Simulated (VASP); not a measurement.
Wanted: the native input for a VASP 6.6.1 run.

```yaml
Task: single point
Functional: PBE
Potentials_or_basis: VASP PAW PBE potentials, release 64 (Li_sv, Tm, H)
Cutoff: 750 eV
k_mesh: 3 × 3 × 3
Occupations: gaussian, width 0.15 eV
Spin: no spin polarisation
Dipole_correction: no
Further_INCAR_settings: ALGO = Normal; EDIFF = 1e-06; NBANDS = 24
```

The structure of LiTmH4 lies in POSCAR:

```
LiTmH4
1.0
    2.0490406803     -3.1675692758      0.0000000000
    2.0490406803      3.1675692758      0.0000000000
    0.0000000000      0.0000000000      4.0445657003
Li Tm H
1 1 4
Direct
    0.5000000000      0.5000000000      0.5000000000
    0.0000000000      0.0000000000      0.0000000000
    0.6568260585      0.3431739415      0.0000000000
    0.1601816328      0.8398183672      0.5000000000
    0.8398183672      0.1601816328      0.5000000000
    0.3431739415      0.6568260585      0.0000000000
```

One way to write it, as run:

INCAR

```
SYSTEM = LiTmH4
PREC     = Accurate       ! precision mode
ENCUT    = 750            ! plane-wave cutoff, eV
EDIFF    = 1E-6           ! SCF threshold, eV
ISMEAR   = 0              ! smearing method
SIGMA    = 0.15           ! smearing width, eV
LREAL    = .FALSE.        ! projectors in reciprocal space
LASPH    = .TRUE.         ! aspherical terms in the spheres
NELM     = 200            ! most SCF steps
ALGO     = Normal         ! electronic algorithm
ISIF     = 2              ! what is computed and relaxed
LWAVE    = .FALSE.        ! write WAVECAR
LCHARG   = .TRUE.         ! write CHGCAR
GGA      = PE             ! functional
LELF     = .TRUE.         ! ELF
LVHAR    = .TRUE.       
NBANDS   = 24             ! bands
GGA_COMPAT= .FALSE.      
LMAXMIX  = 6              ! l up to which the mixer works
```

KPOINTS

```
Automatic mesh
0
G
  3 3 3
  0 0 0
```

Potentials or basis: VASP PAW PBE potentials, release 64 (Li_sv, Tm, H).

Launch:

```bash
$ cat potpaw_PBE.64/Li_sv/POTCAR potpaw_PBE.64/Tm/POTCAR potpaw_PBE.64/H/POTCAR > POTCAR
$ mpirun -np 1 vasp_std > vasp.out
```

Results of the run:

```
Pressure               : 0.0 GPa
Largest force          : 0.239 eV/Å
Band gap on the k mesh : zero (band 15 reaches 2.46 eV, above the bottom of band 16 at 1.53 eV)
```

Caveat: the k points lie up to 0.61 Å⁻¹ apart; spin-orbit coupling is left out, which moves the levels of the heavy elements; without U or exact exchange the open f shell lies at the Fermi level, which spoils levels, moments and volumes.

Wall time 63 s on 1 thread of Intel(R) Xeon(R) Platinum 8488C (Sapphire Rapids) (shared host), peak memory 0.22 GiB.
